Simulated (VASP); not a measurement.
Here is a VASP 6.6.1 calculation.

POSCAR

```
MgS
1.0
    4.0346220000      0.0000000000      0.0000000000
   -2.0173110000      3.4940851467      0.0000000000
    0.0000000000      0.0000000000      6.4322940000
Mg S
2 2
Direct
    0.6666666667      0.3333333333      0.4957550000
    0.3333333333      0.6666666667      0.9957550000
    0.3333333333      0.6666666667      0.3792440000
    0.6666666667      0.3333333333      0.8792440000
```

File INCAR.step1:

```
  PREC = Accurate
  ENCUT = 600
  ISMEAR = 1
  SIGMA = 0.01
  LREAL = F
  LASPH = T
  NELM = 100
  GGA = PE
  ALGO = Normal
  EDIFF = 1E-4
  LWAVE = T
  LCHARG = F
```

File INCAR.step2:

```
  PREC = Accurate
  ENCUT = 600
  EDIFF = 1E-7
  ISMEAR = 1
  SIGMA = 0.01
  LREAL = F
  LASPH = T
  NELM = 100
  ALGO = Normal
  ISIF = 3
  LWAVE = F
  LCHARG = F
  METAGGA = R2SCAN
  LMIXTAU = T
  IBRION = 2
  NSW = 60
  EDIFFG = -0.01
  ISTART = 1
```

Contents of KPOINTS:

```
Automatic mesh
0
Gamma
  6 6 4
```

Potentials or basis: VASP PAW PBE potentials, release 64 (Mg, S).

The run is started by

```bash
$ cat potpaw_PBE.64/Mg/POTCAR potpaw_PBE.64/S/POTCAR > POTCAR
$ cp INCAR.step1 INCAR
$ mpirun -np 1 vasp_std > vasp.out
$ cp INCAR.step2 INCAR
$ mpirun -np 1 vasp_std > vasp.out
```

(1) Estimate the relaxed cell.

(2) Estimate the band gap on the k mesh.

(3) Predict the space group after relaxing (to 0.1 Å).

Answers

(1) a = 4.024 Å, b = 4.024 Å, c = 6.443 Å, α = 90.00°, β = 90.00°, γ = 120.00°.

(2) 4.15 eV.

(3) P6_3mc (No. 186).
